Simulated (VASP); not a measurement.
**V: relaxation of cell and atoms with RPBE**

The system is V.

```
V
1.0
     0.00000    1.90500    1.90500
     1.90500    0.00000    1.90500
     1.90500    1.90500    0.00000
V
1
Direct
  0.00000 0.00000 0.00000
```

This isn't the form of V at room conditions, which is bcc.

- Program: VASP 6.6.1
- Task: relaxation of cell and atoms
- Functional: RPBE
- Potentials or basis: VASP PAW PBE potentials, release 64 (V_sv)
- Cutoff: 500 eV
- k mesh: 14 × 14 × 14
- Occupations: fermi-dirac, width 0.1 eV
- Spin: no spin polarisation
- Dipole correction: no
- Further INCAR settings: ALGO = Normal; EDIFF = 1e-07; IBRION = 2; EDIFFG = -0.01; NSW = 80; ISIF = 3

```yaml
Relaxed_volume: 14.26 Å³/atom
Relaxed_cell: a = 2.722 Å, b = 2.722 Å, c = 2.722 Å, α = 60.00°, β = 60.00°, γ = 60.00°
Space_group_after_relaxing_to_0.1_Å: Fm-3m (No. 225)
Energy_gained_by_relaxing: 7.2 meV/atom
Ionic_steps: 3
Pressure_after_relaxing: 0.0 GPa
Band_gap_on_the_k_mesh: zero (an odd number of electrons rules out a gap without spin polarisation)
```

Step by step:
```csv
step,energy change (eV),largest force (eV/Å),pressure (GPa),volume (Å³)
1,0.0000,0.0000,5.51,13.83
2,0.0030,0.0000,-5.88,14.80
3,-0.0072,0.0000,-0.03,14.26
```

Final structure:
```xyz
1
Lattice="0.0000 1.9247 1.9247 1.9247 0.0000 1.9247 1.9247 1.9247 0.0000" Properties=species:S:1:pos:R:3 pbc="T T T"
V     0.0000    0.0000    0.0000
```

Levels at points of the mesh, in eV from the Fermi level:
| k point | band 2 | band 3 | band 4 | band 5 | band 6 | band 7 | band 8 | band 9 | band 10 |
| --- | --- | --- | --- | --- | --- | --- | --- | --- | --- |
| (0.00, 0.00, 0.00) | -37.56 | -37.56 | -37.56 | -6.77 | 0.17 | 0.17 | 0.17 | 1.86 | 1.86 |
| (0.50, 0.00, 0.00) | -38.30 | -37.66 | -37.66 | -3.23 | 0.07 | 0.07 | 0.70 | 2.96 | 2.96 |
| (0.50, 0.50, 0.00) | -38.25 | -37.82 | -37.82 | -3.33 | -2.51 | 2.96 | 3.24 | 3.25 | 3.25 |

Wall time 30 s on 1 thread of Intel(R) Xeon(R) Platinum 8259CL CPU @ 2.50GHz (Skylake/Cascade Lake), on a shared host, peak memory 0.13 GiB.

Caveat: the PAW data sets were made with another functional, which shifts forces and pressure a little.
